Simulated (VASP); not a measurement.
Set up this calculation in VASP 6.6.1, as the native input.

```yaml
Task: single point
Functional: PBEsol
Potentials_or_basis: VASP PAW PBE potentials, release 64 (Fe, Co)
Cutoff: 600 eV
k_mesh: 18 × 18 × 18
Occupations: gaussian, width 0.15 eV
Spin: no spin polarisation
Dipole_correction: no
Further_INCAR_settings: ALGO = Normal; EDIFF = 1e-06; NBANDS = 16
```

The structure of FeCo lies in POSCAR:

```
FeCo
1.0
    2.9077872355      0.0000000000      0.0000000000
    0.0000000000      2.9077872355      0.0000000000
    0.0000000000      0.0000000000      2.9077872355
Fe Co
1 1
Direct
    0.5000000000      0.5000000000      0.5000000000
    0.0000000000      0.0000000000      0.0000000000
```

One way to write it, as run:

INCAR

```
SYSTEM = FeCo
PREC = Accurate
ENCUT = 600
EDIFF = 1E-6
ISMEAR = 0
SIGMA = 0.15
LREAL = .False.
LASPH = .True.
NELM = 120
ALGO = Normal
ISIF = 2
LWAVE = .False.
LCHARG = .False.
GGA = PS
NBANDS = 16
GGA_COMPAT = .False.
```

KPOINTS

```
regular mesh
0
Gamma
  18 18 18
  0 0 0
```

Potentials or basis: VASP PAW PBE potentials, release 64 (Fe, Co).

Command:

```bash
$ cat potpaw_PBE.64/Fe/POTCAR potpaw_PBE.64/Co/POTCAR > POTCAR
$ mpirun -np 1 vasp_std > vasp.out
```

It gave:

The pressure is -35.2 GPa. The band gap on the k mesh is zero (an odd number of electrons rules out a gap without spin polarisation).

Caveat: the cell stands under tension; the PAW data sets were made with another functional, which shifts forces and pressure a little; the run has no spin polarisation, though such a crystal can be magnetic.

It took 58 s on 1 thread of Intel Xeon 8259CL, with other jobs on the host, peak memory 0.24 GiB.
